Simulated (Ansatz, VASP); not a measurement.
## P: VASP beside Ansatz

```
P
1.0
     3.27059    0.00000    0.00000
     0.00000    4.36603    0.00000
     0.00000    0.00000   30.33768
P
4
Direct
  0.00000 0.58104 0.46520
  0.50000 0.91896 0.46520
  0.50000 0.08104 0.53480
  0.00000 0.41896 0.53480
```

Alike in both runs: functional LDA; k mesh 10 × 8 × 1; occupations gaussian, width 0.02 eV; no spin polarisation.

Ansatz relaxed the structure, and its values are those at the end. VASP's run is a single point on that final structure, the one shown.

|  | VASP | Ansatz |
| --- | --- | --- |
| version | VASP 6.6.1 | Ansatz 0.2.0 |
| potentials or method | VASP PAW LDA potentials, release 64 (P), cutoff 400 eV | scalar-relativistic, plane waves, PAW |
| valence electrons in the cell | 20 | 20 |

|  | VASP | Ansatz | Ansatz less VASP |
| --- | --- | --- | --- |
| gap on the k mesh at the Fermi level (eV) | 0.59 | 0.57 | -0.012 |
| least direct gap on the mesh (eV) | 0.59 | 0.57 | -0.012 |
| rms of the force components (eV/Å) | 0.025 | 0.000 | -0.0253 |

LDA's correlation is that of Perdew and Zunger in VASP and of Perdew and Wang (1992) in Ansatz. Ansatz's warnings: xc potential rough in thin density.
